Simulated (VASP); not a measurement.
# InCuO (Pmma) in VASP: single point with PBE

Aim: the single point of InCuO with PBE.

All numbers are computed with VASP 6.6.1; they aren't measurements. Logs are shortened: lines on timing, memory, paths and dates and some standing lists are left out, and cuts for length are marked.

## 1. The cell of the first run

It takes space group Pmma (No. 51, orthorhombic). The conventional cell has a = 6.182 Å, b = 3.614 Å, c = 4.811 Å, α = 90.00°, β = 90.00°, γ = 90.00°. Within 3.0 Å of In (site symmetry mm2) lie 2 O at 2.30 Å. Within 2.5 Å of Cu (site symmetry 2/m) lie 2 O at 1.85 Å. Within 2.5 Å of O (site symmetry mm2) lie 2 Cu at 1.85 Å and 2 In at 2.30 Å.

## 2. Single point, PBE

Input file INCAR:

```
ALGO = Normal ; EDIFF = 1E-6
ENCUT = 520 ; GGA = PE
ISIF = 2 ; ISMEAR = 0
LASPH = T ; LCHARG = F
LREAL = F ; LWAVE = F
NBANDS = 39 ; NELM = 80
PREC = Accurate ; SIGMA = 0.1
```

Input file KPOINTS:

```
k-points
0
Gamma
  6 10 8
```

Input file POSCAR:

```
InCuO
1.0
    6.1824861092      0.0000000000      0.0000000000
    0.0000000000      3.6142105258      0.0000000000
    0.0000000000      0.0000000000      4.8111868520
In Cu O
2 2 2
Direct
    0.2500000000      0.0000000000      0.0068130865
    0.7500000000      0.0000000000      0.9931869135
    0.0000000000      0.5000000000      0.5000000000
    0.5000000000      0.5000000000      0.5000000000
    0.2500000000      0.5000000000      0.7108535223
    0.7500000000      0.5000000000      0.2891464777
```

Potentials or basis: VASP PAW PBE potentials, release 64 (In_d, Cu, O).

Launch:

```sh
> cat potpaw_PBE.64/In_d/POTCAR potpaw_PBE.64/Cu/POTCAR potpaw_PBE.64/O/POTCAR > POTCAR
> mpirun -np 1 vasp_std > vasp.out
```

OUTCAR:

```text
EDIFF = 1E-6
   ENCUT = 520
   GGA = PE
   ISIF = 2
   ISMEAR = 0
   LASPH = T
   LREAL = F
   NELM = 80
   PREC = Accurate

 ion  position               nearest neighbor table
   1  0.250  0.000  0.007-   5 2.30   5 2.30   2 3.09   2 3.09   3 3.36   4 3.36   4 3.36   3 3.36
                             3 3.41   3 3.41   4 3.41   4 3.41
   2  0.750  0.000  0.993-   6 2.30   6 2.30   1 3.09   1 3.09   3 3.36   4 3.36   4 3.36   3 3.36
                             3 3.41   4 3.41   3 3.41   4 3.41
   3  0.000  0.500  0.500-   5 1.85   6 1.85   1 3.36   2 3.36   1 3.36   2 3.36   1 3.41   1 3.41
                             2 3.41   2 3.41
   4  0.500  0.500  0.500-   5 1.85   6 1.85   1 3.36   2 3.36   1 3.36   2 3.36   1 3.41   1 3.41
                             2 3.41   2 3.41
   5  0.250  0.500  0.711-   3 1.85   4 1.85   1 2.30   1 2.30
   6  0.750  0.500  0.289-   3 1.85   4 1.85   2 2.30   2 2.30

  LATTYP: Found a simple orthorhombic cell.
 ALAT       =     3.6142105258
 B/A-ratio  =     1.3311861104
 C/A-ratio  =     1.7106048652

  Lattice vectors:

 A1 = (   0.0000000000,   3.6142105258,   0.0000000000)
 A2 = (   0.0000000000,   0.0000000000,   4.8111868520)
 A3 = (   6.1824861092,   0.0000000000,   0.0000000000)

Analysis of symmetry for initial positions (statically):
=====================================================================
 Subroutine PRICEL returns:
 Original cell was already a primitive cell.

 Routine SETGRP: Setting up the symmetry group for a
 simple orthorhombic supercell.

 Subroutine GETGRP returns: Found  8 space group operations
 (whereof  4 operations were pure point group operations)
 out of a pool of  8 trial point group operations.

The static configuration has the point symmetry C_2h.
 The point group associated with its full space group is D_2h.

Analysis of symmetry for dynamics (positions and initial velocities):
=====================================================================
 Subroutine PRICEL returns:
 Original cell was already a primitive cell.

 Routine SETGRP: Setting up the symmetry group for a
 simple orthorhombic supercell.

 Subroutine GETGRP returns: Found  8 space group operations
 (whereof  4 operations were pure point group operations)
 out of a pool of  8 trial point group operations.

The dynamic configuration has the point symmetry C_2h.
 The point group associated with its full space group is D_2h.

 Subroutine INISYM returns: Found  8 space group operations
 (whereof  4 operations are pure point group operations),
 and found     1 'primitive' translations

----------------------------------------------------------------------------------------

                                     Primitive cell

  volume of cell :     107.5050

  direct lattice vectors                    reciprocal lattice vectors
     6.182486109  0.000000000  0.000000000     0.161747230  0.000000000  0.000000000
     0.000000000  3.614210526  0.000000000     0.000000000  0.276685598  0.000000000
     0.000000000  0.000000000  4.811186852     0.000000000  0.000000000  0.207848922

  length of vectors
     6.182486109  3.614210526  4.811186852     0.161747230  0.276685598  0.207848922

  position of ions in fractional coordinates (direct lattice)
     0.250000000  0.000000000  0.006813087
     0.750000000  0.000000000  0.993186913
     0.000000000  0.500000000  0.500000000
     0.500000000  0.500000000  0.500000000
     0.250000000  0.500000000  0.710853522
     0.750000000  0.500000000  0.289146478

  ion indices of the primitive-cell ions
   primitive index   ion index
                 1           1
                 2           2
                 3           3
                 4           4
                 5           5
                 6           6

----------------------------------------------------------------------------------------

 KPOINTS: k-points

Automatic generation of k-mesh.
 Grid dimensions read from file:
 generate k-points for:    6   10    8

 Generating k-lattice:

  Cartesian coordinates                     Fractional coordinates (reciprocal lattice)
     0.026957872  0.000000000  0.000000000     0.166666667  0.000000000  0.000000000
     0.000000000  0.027668560  0.000000000     0.000000000  0.100000000  0.000000000
     0.000000000  0.000000000  0.025981115     0.000000000  0.000000000  0.125000000

  Length of vectors
     0.026957872  0.027668560  0.025981115

  Shift w.r.t. Gamma in fractional coordinates (k-lattice)
     0.000000000  0.000000000  0.000000000

 Subroutine IBZKPT returns following result:
 ===========================================

 Found    120 irreducible k-points:

 Following reciprocal coordinates:
            Coordinates               Weight
  0.000000  0.000000  0.000000      1.000000
  0.166667  0.000000  0.000000      2.000000
  0.333333  0.000000  0.000000      2.000000
  0.500000  0.000000  0.000000      1.000000
  0.000000  0.100000  0.000000      2.000000
  0.166667  0.100000  0.000000      4.000000
[... 16 lines left out ...]
  0.333333  0.500000  0.000000      2.000000
  0.500000  0.500000  0.000000      1.000000
 [... further k-points ...]
   k-points           NKPTS =    120   k-points in BZ     NKDIM =    120   number of bands    NBANDS=     39
   number of dos      NEDOS =    301   number of ions     NIONS =      6
   total plane-waves  NPLWV =  48384
   dimension x,y,z NGX =    48 NGY =   28 NGZ =   36
   dimension x,y,z NGXF=    96 NGYF=   56 NGZF=   72
   ions per type =               2   2   2
   NGX,Y,Z   is equivalent  to a cutoff of  12.91, 12.88, 12.44 a.u.
   NGXF,Y,Z  is equivalent  to a cutoff of  25.81, 25.76, 24.88 a.u.
 SYSTEM =  unknown system
   PREC   = accura    normal or accurate (medium, high low for compatibility)
   ISTART =      0    job   : 0-new  1-cont  2-samecut
   ICHARG =      2    charge: 1-file 2-atom 10-const
   ISPIN  =      1    spin polarized calculation?
   LNONCOLLINEAR =      F non collinear calculations
   LSORBIT =      F    spin-orbit coupling
   LASPH  =      T    aspherical Exc in radial PAW
   ENCUT  =  520.0 eV  38.22 Ry    6.18 a.u.  11.50  6.72  8.95*2*pi/ulx,y,z
   NELM   =     80;   NELMIN=  2; NELMDL= -5     # of ELM steps
   EDIFF  = 0.1E-05   stopping-criterion for ELM
   LREAL  =      F    real-space projection
   EDIFFG = 0.1E-04   stopping-criterion for IOM
   NSW    =      0    number of steps for IOM
   IBRION =     -1    ionic relax: 0-MD 1-quasi-New 2-CG
   NFREE  =      0    steps in history (QN), initial steepest desc. (CG)
   ISIF   =      2    stress and relaxation
   ISYM   =      2    0-nonsym 1-usesym 2-fastsym
   POTIM  = 0.5000    time-step for ionic-motion
   TEBEG  =    0.0;   TEEND  =   0.0 temperature during run
   PSTRESS=    0.0 pullay stress
   NELECT =      60.0000    total number of electrons
   NUPDOWN=      -1.0000    fix difference up-down
   EMIN   =  10.00;   EMAX   =-10.00  energy-range for DOS
   EFERMI =   0.00;   METHOD = LEGACY
   ISMEAR =     0;   SIGMA  =   0.10  broadening in eV -4-tet -1-fermi 0-gaus
   EFERMI_NEDOS =   21; number of points for ismear=-14 and -15
   IALGO  =     38    algorithm
   IMIX   =      4    mixing-type and parameters
     AMIX     =   0.40;   BMIX     =  1.00
     AMIX_MAG =   1.60;   BMIX_MAG =  1.00
  volume/ion in A,a.u.               =      17.92       120.91
  Fermi-wavevector in a.u.,A,eV,Ry     =   1.347873  2.547111 24.718543  1.816762
  Thomas-Fermi vector in A             =   2.475588
   LORBIT       =      0    0 simple, 1 ext, 2 COOP (PROOUT), +10 PAW based schemes
   GGA     = PE    functional components
   LHFCALC =     F    Hartree Fock is set to
   AEXX    =    0.0000 exact exchange contribution
   IVDW    =     0    specifies the selected vdW correction
   LEPSILON=     F    determine dielectric tensor
   LRPA    =     F    only Hartree local field effects (RPA)
 non-spin polarized calculation
 Gauss-broadening in eV      SIGMA  =   0.10
  energy-cutoff  :      520.00
  volume of cell :      107.51
 maximum number of plane-waves:      2938
 NGX is ok and might be reduce to    48
   NGX = 23   NGY = 13   NGZ = 17

 number of electron      59.9999975 magnetization

 Free energy of the ion-electron system (eV)
  ---------------------------------------------------
  ext. energy  EPLUGINS =         0.00000000
  ---------------------------------------------------
  free energy    TOTEN  =       -25.87708584 eV

  energy without entropy =      -25.87398396  energy(sigma->0) =      -25.87553490

 E-fermi :   5.2254     XC(G=0): -10.0963

 val. band max:        5.2212102125   @ k =   0.0000   0.3000   0.5000
 cond. band min:       5.2359503702   @ k =   0.0000   0.3000   0.2500
 fundamental gap:      0.0147401577
 Fermi energy:         5.2253944910

 k-point     1 :       0.0000    0.0000    0.0000
  band No.  band energies     occupation
      1     -13.9664      2.00000
      2     -13.6048      2.00000
      3      -9.3341      2.00000
      4      -9.1537      2.00000
      5      -9.1028      2.00000
      6      -9.0892      2.00000
[... 31 lines left out ...]
     38      13.4861      0.00000
     39      13.9505      0.00000

 k-point     2 :       0.1667    0.0000    0.0000
  band No.  band energies     occupation
      1     -13.9432      2.00000
      2     -13.6302      2.00000
      3      -9.2957      2.00000
      4      -9.1387      2.00000
      5      -9.0897      2.00000
      6      -9.0860      2.00000
[... 31 lines left out ...]
     38      13.3801      0.00000
     39      13.7664      0.00000

 k-point     3 :       0.3333    0.0000    0.0000
  band No.  band energies     occupation
      1     -13.8791      2.00000
      2     -13.6985      2.00000
      3      -9.1912      2.00000
      4      -9.0984      2.00000
      5      -9.0754      2.00000
      6      -9.0630      2.00000
[... 31 lines left out ...]
     38      12.6535      0.00000
     39      13.5191      0.00000

 k-point     4 :       0.5000    0.0000    0.0000
  band No.  band energies     occupation
      1     -13.7899      2.00000
      2     -13.7899      2.00000
      3      -9.0811      2.00000
      4      -9.0811      2.00000
      5      -9.0485      2.00000
      6      -9.0485      2.00000
[... 31 lines left out ...]
     38      12.0611      0.00000
     39      13.8530      0.00000
[... 754 lines left out ...]
     38      12.2338      0.00000
     39      12.5826      0.00000

 k-point    23 :       0.3333    0.5000    0.0000
  band No.  band energies     occupation
      1     -13.8117      2.00000
      2     -13.6453      2.00000
      3      -9.2257      2.00000
      4      -9.1384      2.00000
      5      -9.0814      2.00000
      6      -9.0120      2.00000
[... 31 lines left out ...]
     38      11.6325      0.00000
     39      11.6941      0.00000

 k-point    24 :       0.5000    0.5000    0.0000
  band No.  band energies     occupation
      1     -13.7293      2.00000
      2     -13.7293      2.00000
      3      -9.0945      2.00000
      4      -9.0945      2.00000
      5      -9.0755      2.00000
      6      -9.0755      2.00000
[... 31 lines left out ...]
     38      10.8914      0.00000
     39      12.1337      0.00000

 [... further k-points ...]
[... 5 lines left out ...]
  --------------------------------------------------------------------------------------
  -------------------------------------------------------------------------------------
  Total        0.4314912     -0.0221688      0.1905620      0.0000000      0.0000000      0.0000000
  in kB        6.4306323     -0.3303885      2.8399989      0.0000000      0.0000000      0.0000000
  external PRESSURE =       2.9800809 kB  Pullay stress =       0.0000000 kB

 VOLUME and BASIS-vectors are now :
 -----------------------------------------------------------------------------
  energy-cutoff  :      520.00
  volume of cell :      107.51
      direct lattice vectors                 reciprocal lattice vectors
     6.182486109  0.000000000  0.000000000     0.161747230  0.000000000  0.000000000
     0.000000000  3.614210526  0.000000000     0.000000000  0.276685598  0.000000000
     0.000000000  0.000000000  4.811186852     0.000000000  0.000000000  0.207848922

 POSITION                                       TOTAL-FORCE (eV/Angst)
 -----------------------------------------------------------------------------------
      1.54562      0.00000      0.03278         0.000000     -0.000000      0.000079
      4.63686      0.00000      4.77841         0.000000      0.000000     -0.000079
      0.00000      1.80711      2.40559         0.000000     -0.000000      0.000000
      3.09124      1.80711      2.40559         0.000000     -0.000000      0.000000
      1.54562      1.80711      3.42005         0.000000     -0.000000      0.097236
      4.63686      1.80711      1.39114        -0.000000     -0.000000     -0.097236
 -----------------------------------------------------------------------------------
    total drift:                                0.000000     -0.000000      0.000000

  FREE ENERGIE OF THE ION-ELECTRON SYSTEM (eV)
  ---------------------------------------------------
  free  energy   TOTEN  =       -25.8770858360 eV

  energy  without entropy=      -25.8739839603  energy(sigma->0) =      -25.87553490
```

It took 10 min on 1 thread of Oxide Virtual Turin-like, shared host; peak memory 0.48 GiB.

Results:

```
Free energy            : -25.8771 eV
Pressure               : 0.3 GPa
Largest force          : 0.097 eV/Å
Band gap on the k mesh : zero (band 30 reaches 5.32 eV, above the bottom of band 31 at 4.90 eV)
```

Forces on the atoms (eV/Å):
```
In   0.000  0.000  0.000
In   0.000  0.000  0.000
Cu   0.000  0.000  0.000
Cu   0.000  0.000  0.000
O    0.000  0.000  0.097
O    0.000  0.000 -0.097
```

Levels at points of the mesh, in eV from the Fermi level:
| k point | band 28 | band 29 | band 30 | band 31 | band 32 | band 33 |
| --- | --- | --- | --- | --- | --- | --- |
| (0.00, 0.00, 0.00) | -1.76 | -1.34 | -0.96 | 1.12 | 2.56 | 4.24 |
| (0.50, 0.00, 0.00) | -1.51 | -0.87 | -0.87 | 1.82 | 1.82 | 4.58 |
| (0.00, 0.50, 0.00) | -1.16 | -1.03 | -0.91 | 0.31 | 0.70 | 1.52 |
| (0.50, 0.50, 0.00) | -1.48 | -0.84 | -0.84 | 1.61 | 1.61 | 3.82 |
| (0.00, 0.00, 0.50) | -1.43 | -0.99 | -0.46 | 0.56 | 0.99 | 2.33 |
| (0.50, 0.00, 0.50) | -1.48 | -1.43 | -1.43 | 1.44 | 1.44 | 4.19 |
| (0.00, 0.50, 0.50) | -1.19 | -0.92 | -0.56 | 0.31 | 1.40 | 3.09 |
| (0.50, 0.50, 0.50) | -1.51 | -1.34 | -1.34 | 2.44 | 2.44 | 2.53 |

Caveat: spin-orbit coupling is left out, which moves the levels of the heavy elements.
